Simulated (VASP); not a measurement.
# Pd (Fm-3m) in VASP: single point with LDA

Aim: the single point of Pd with LDA.

All numbers are computed with VASP 6.6.1; they aren't measurements. Logs are shortened: lines on timing, memory, paths and dates and some standing lists are left out, and cuts for length are marked.

## 1. The cell of the first run

The structure is cubic, space group Fm-3m (No. 225). Conventional cell: a = 3.893 Å, b = 3.893 Å, c = 3.893 Å, α = 90.00°, β = 90.00°, γ = 90.00°. Pd (site symmetry m-3m) has 12 Pd at 2.75 Å within 3.6 Å.

## 2. Single point, LDA

Input file INCAR:

```
SYSTEM = Pd
  ALGO = Normal
  EDIFF = 1E-6
  ENCUT = 500
  GGA = CA
  GGA_COMPAT = .False.
  ISIF = 2
  ISMEAR = -1
  LASPH = .True.
  LCHARG = .False.
  LREAL = .False.
  LWAVE = .False.
  NBANDS = 11
  NELM = 120
  PREC = Accurate
  SIGMA = 0.05
```

Input file KPOINTS:

```
k-points
0
Gamma
  22 22 22
  0 0 0
```

Input file POSCAR:

```
Pd
1.0
    0.0000000000      1.9465000000      1.9465000000
    1.9465000000      0.0000000000      1.9465000000
    1.9465000000      1.9465000000      0.0000000000
Pd
1
Direct
    0.0000000000      0.0000000000      0.0000000000
```

Potentials or basis: VASP PAW LDA potentials, release 64 (Pd).

Command:

```console
cat potpaw_LDA.64/Pd/POTCAR > POTCAR
mpirun -np 1 vasp_std > vasp.out
```

OUTCAR:

```text
SYSTEM = Pd
   EDIFF = 1E-6
   ENCUT = 500
   GGA = CA
   ISIF = 2
   ISMEAR = -1
   LASPH = .True.
   LREAL = .False.
   NELM = 120
   PREC = Accurate

 ion  position               nearest neighbor table
   1  0.000  0.000  0.000-

  LATTYP: Found a face centered cubic cell.
 ALAT       =     3.8930000000

  Lattice vectors:

 A1 = (   0.0000000000,   1.9465000000,   1.9465000000)
 A2 = (   1.9465000000,   0.0000000000,   1.9465000000)
 A3 = (   1.9465000000,   1.9465000000,   0.0000000000)

Analysis of symmetry for initial positions (statically):
=====================================================================
 Subroutine PRICEL returns:
 Original cell was already a primitive cell.

 Routine SETGRP: Setting up the symmetry group for a
 face centered cubic supercell.

 Subroutine GETGRP returns: Found 48 space group operations
 (whereof 48 operations were pure point group operations)
 out of a pool of 48 trial point group operations.

The static configuration has the point symmetry O_h .

Analysis of symmetry for dynamics (positions and initial velocities):
=====================================================================
 Subroutine PRICEL returns:
 Original cell was already a primitive cell.

 Routine SETGRP: Setting up the symmetry group for a
 face centered cubic supercell.

 Subroutine GETGRP returns: Found 48 space group operations
 (whereof 48 operations were pure point group operations)
 out of a pool of 48 trial point group operations.

The dynamic configuration has the point symmetry O_h .

 Subroutine INISYM returns: Found 48 space group operations
 (whereof 48 operations are pure point group operations),
 and found     1 'primitive' translations

----------------------------------------------------------------------------------------

                                     Primitive cell

  volume of cell :      14.7500

  direct lattice vectors                    reciprocal lattice vectors
     0.000000000  1.946500000  1.946500000    -0.256871307  0.256871307  0.256871307
     1.946500000  0.000000000  1.946500000     0.256871307 -0.256871307  0.256871307
     1.946500000  1.946500000  0.000000000     0.256871307  0.256871307 -0.256871307

  length of vectors
     2.752766699  2.752766699  2.752766699     0.444914156  0.444914156  0.444914156

  position of ions in fractional coordinates (direct lattice)
     0.000000000  0.000000000  0.000000000

  ion indices of the primitive-cell ions
   primitive index   ion index
                 1           1

----------------------------------------------------------------------------------------

 KPOINTS: k-points

Automatic generation of k-mesh.
 Grid dimensions read from file:
 generate k-points for:   22   22   22

 Generating k-lattice:

  Cartesian coordinates                     Fractional coordinates (reciprocal lattice)
    -0.011675969  0.011675969  0.011675969     0.045454545  0.000000000  0.000000000
     0.011675969 -0.011675969  0.011675969     0.000000000  0.045454545  0.000000000
     0.011675969  0.011675969 -0.011675969     0.000000000  0.000000000  0.045454545

  Length of vectors
     0.020223371  0.020223371  0.020223371

  Shift w.r.t. Gamma in fractional coordinates (k-lattice)
     0.000000000  0.000000000  0.000000000

 Subroutine IBZKPT returns following result:
 ===========================================

 Found    328 irreducible k-points:

 Following reciprocal coordinates:
            Coordinates               Weight
  0.000000  0.000000  0.000000      1.000000
  0.045455  0.000000  0.000000      8.000000
  0.090909  0.000000  0.000000      8.000000
  0.136364  0.000000  0.000000      8.000000
  0.181818  0.000000  0.000000      8.000000
  0.227273  0.000000  0.000000      8.000000
[... 16 lines left out ...]
  0.500000  0.045455  0.000000     24.000000
 -0.454545  0.045455  0.000000     24.000000
 [... further k-points ...]
   k-points           NKPTS =    328   k-points in BZ     NKDIM =    328   number of bands    NBANDS=     11
   number of dos      NEDOS =    301   number of ions     NIONS =      1
   total plane-waves  NPLWV =   8000
   dimension x,y,z NGX =    20 NGY =   20 NGZ =   20
   dimension x,y,z NGXF=    40 NGYF=   40 NGZF=   40
   ions per type =               1
   NGX,Y,Z   is equivalent  to a cutoff of  12.08, 12.08, 12.08 a.u.
   NGXF,Y,Z  is equivalent  to a cutoff of  24.16, 24.16, 24.16 a.u.
 SYSTEM =  Pd
   PREC   = accura    normal or accurate (medium, high low for compatibility)
   ISTART =      0    job   : 0-new  1-cont  2-samecut
   ICHARG =      2    charge: 1-file 2-atom 10-const
   ISPIN  =      1    spin polarized calculation?
   LNONCOLLINEAR =      F non collinear calculations
   LSORBIT =      F    spin-orbit coupling
   LASPH  =      T    aspherical Exc in radial PAW
   ENCUT  =  500.0 eV  36.75 Ry    6.06 a.u.   5.02  5.02  5.02*2*pi/ulx,y,z
   NELM   =    120;   NELMIN=  2; NELMDL= -5     # of ELM steps
   EDIFF  = 0.1E-05   stopping-criterion for ELM
   LREAL  =      F    real-space projection
   EDIFFG = 0.1E-04   stopping-criterion for IOM
   NSW    =      0    number of steps for IOM
   IBRION =     -1    ionic relax: 0-MD 1-quasi-New 2-CG
   NFREE  =      0    steps in history (QN), initial steepest desc. (CG)
   ISIF   =      2    stress and relaxation
   ISYM   =      2    0-nonsym 1-usesym 2-fastsym
   POTIM  = 0.5000    time-step for ionic-motion
   TEBEG  =    0.0;   TEEND  =   0.0 temperature during run
   PSTRESS=    0.0 pullay stress
   NELECT =      10.0000    total number of electrons
   NUPDOWN=      -1.0000    fix difference up-down
   EMIN   =  10.00;   EMAX   =-10.00  energy-range for DOS
   EFERMI =   0.00;   METHOD = LEGACY
   ISMEAR =    -1;   SIGMA  =   0.05  broadening in eV -4-tet -1-fermi 0-gaus
   EFERMI_NEDOS =   21; number of points for ismear=-14 and -15
   IALGO  =     38    algorithm
   IMIX   =      4    mixing-type and parameters
     AMIX     =   0.40;   BMIX     =  1.00
     AMIX_MAG =   1.60;   BMIX_MAG =  1.00
  volume/ion in A,a.u.               =      14.75        99.54
  Fermi-wavevector in a.u.,A,eV,Ry     =   1.438171  2.717748 28.141404  2.068335
  Thomas-Fermi vector in A             =   2.557167
   LORBIT       =      0    0 simple, 1 ext, 2 COOP (PROOUT), +10 PAW based schemes
   GGA     = CA    functional components
   LHFCALC =     F    Hartree Fock is set to
   AEXX    =    0.0000 exact exchange contribution
   IVDW    =     0    specifies the selected vdW correction
   LEPSILON=     F    determine dielectric tensor
   LRPA    =     F    only Hartree local field effects (RPA)
 non-spin polarized calculation
  energy-cutoff  :      500.00
  volume of cell :       14.75
 maximum number of plane-waves:       388
   NGX =  9   NGY =  9   NGZ =  9

 number of electron      10.0000000 magnetization

 number of electron       9.9999999 magnetization

 Free energy of the ion-electron system (eV)
  ---------------------------------------------------
  ext. energy  EPLUGINS =         0.00000000
  ---------------------------------------------------
  free energy    TOTEN  =        -6.48666461 eV

  energy without entropy =       -6.46660857  energy(sigma->0) =       -6.47663659

 E-fermi :   9.6031     XC(G=0): -13.5170

 val. band max:        9.5966663321   @ k =   0.4545   0.1364   0.0000
 cond. band min:       9.6043747749   @ k =   0.3636   0.1364   0.0000
 fundamental gap:      0.0077084428
 Fermi energy:         9.6030666257

 k-point     1 :       0.0000    0.0000    0.0000
  band No.  band energies     occupation
      1       2.3545      2.00000
      2       6.7229      2.00000
      3       6.7229      2.00000
      4       6.7229      2.00000
      5       8.3688      2.00000
      6       8.3688      2.00000
      7      26.7248      0.00000
      8      31.4421      0.00000
      9      31.4421      0.00000
     10      31.4421      0.00000
     11      35.3757      0.00000

 k-point     2 :       0.0455    0.0000    0.0000
  band No.  band energies     occupation
      1       2.4300      2.00000
      2       6.6953      2.00000
      3       6.7496      2.00000
      4       6.7496      2.00000
      5       8.3555      2.00000
      6       8.3555      2.00000
      7      26.8082      0.00000
      8      30.9226      0.00000
      9      31.5300      0.00000
     10      31.5300      0.00000
     11      35.3977      0.00000

 k-point     3 :       0.0909    0.0000    0.0000
  band No.  band energies     occupation
      1       2.6514      2.00000
      2       6.6216      2.00000
      3       6.8233      2.00000
      4       6.8233      2.00000
      5       8.3234      2.00000
      6       8.3234      2.00000
      7      27.0212      0.00000
      8      29.7614      0.00000
      9      31.7845      0.00000
     10      31.7845      0.00000
     11      35.4188      0.00000

 k-point     4 :       0.1364    0.0000    0.0000
  band No.  band energies     occupation
      1       3.0000      2.00000
      2       6.5304      2.00000
      3       6.9220      2.00000
      4       6.9220      2.00000
      5       8.2967      2.00000
      6       8.2967      2.00000
      7      27.1684      0.00000
      8      28.4938      0.00000
      9      32.1753      0.00000
     10      32.1753      0.00000
     11      35.4576      0.00000
[... 239 lines left out ...]
 k-point    22 :       0.4545    0.0455    0.0000
  band No.  band energies     occupation
      1       4.3123      2.00000
      2       6.6695      2.00000
      3       6.7672      2.00000
      4       8.9287      2.00000
      5       9.5436      1.53329
      6      10.4772      0.00000
      7      17.6234      0.00000
      8      26.2843      0.00000
      9      30.3289      0.00000
     10      30.6719      0.00000
     11      35.4119      0.00000

 k-point    23 :       0.5000    0.0455    0.0000
  band No.  band energies     occupation
      1       4.2889      2.00000
      2       6.6444      2.00000
      3       6.7326      2.00000
      4       9.1416      1.99980
      5       9.5798      1.22848
      6      10.9650      0.00000
      7      16.8911      0.00000
      8      26.1581      0.00000
      9      30.2397      0.00000
     10      30.3131      0.00000
     11      35.4106      0.00000

 k-point    24 :      -0.4545    0.0455    0.0000
  band No.  band energies     occupation
      1       4.2944      2.00000
      2       6.6564      2.00000
      3       6.7323      2.00000
      4       9.1460      1.99979
      5       9.5085      1.73800
      6      10.8712      0.00000
      7      17.0504      0.00000
      8      26.1802      0.00000
      9      30.0846      0.00000
     10      30.5788      0.00000
     11      35.4095      0.00000

 [... further k-points ...]

------------------------ aborting loop because EDIFF is reached ----------------------------------------

  FORCE on cell =-STRESS in cart. coord.  units (eV):
  Direction    XX          YY          ZZ          XY          YZ          ZX
  --------------------------------------------------------------------------------------
  -------------------------------------------------------------------------------------
  Total       -0.7396724     -0.7396724     -0.7396724      0.0000000      0.0000000      0.0000000
  in kB      -80.3446148    -80.3446148    -80.3446148      0.0000000      0.0000000      0.0000000
  external PRESSURE =     -80.3446148 kB  Pullay stress =       0.0000000 kB

 VOLUME and BASIS-vectors are now :
 -----------------------------------------------------------------------------
  energy-cutoff  :      500.00
  volume of cell :       14.75
      direct lattice vectors                 reciprocal lattice vectors
     0.000000000  1.946500000  1.946500000    -0.256871307  0.256871307  0.256871307
     1.946500000  0.000000000  1.946500000     0.256871307 -0.256871307  0.256871307
     1.946500000  1.946500000  0.000000000     0.256871307  0.256871307 -0.256871307

 POSITION                                       TOTAL-FORCE (eV/Angst)
 -----------------------------------------------------------------------------------
      0.00000      0.00000      0.00000         0.000000     -0.000000     -0.000000
 -----------------------------------------------------------------------------------
    total drift:                               -0.000000     -0.000000     -0.000000

  FREE ENERGIE OF THE ION-ELECTRON SYSTEM (eV)
  ---------------------------------------------------
  free  energy   TOTEN  =        -6.4866646075 eV

  energy  without entropy=       -6.4666085722  energy(sigma->0) =       -6.47663659
```

Run time: 19 s. Hardware: 1 thread of AMD EPYC 9R45 (Zen 5), shared host; peak memory 0.13 GiB.

Results:

* Free energy: -6.4867 eV
* Pressure: -8.0 GPa
* Band gap on the k mesh: zero (bands 5 and 6 overlap by 1.59 eV)

Levels at points of the mesh, in eV from the Fermi level:
| k point | band 2 | band 3 | band 4 | band 5 | band 6 | band 7 | band 8 | band 9 |
| --- | --- | --- | --- | --- | --- | --- | --- | --- |
| (0.00, 0.00, 0.00) | -2.88 | -2.88 | -2.88 | -1.23 | -1.23 | 17.12 | 21.84 | 21.84 |
| (0.50, 0.00, 0.00) | -2.92 | -2.92 | -0.03 | -0.03 | 0.93 | 7.24 | 16.49 | 20.91 |
| (0.50, 0.50, 0.00) | -5.16 | -0.04 | 0.28 | 0.28 | 3.24 | 10.70 | 13.05 | 13.05 |

Caveat: the cell stands under tension.
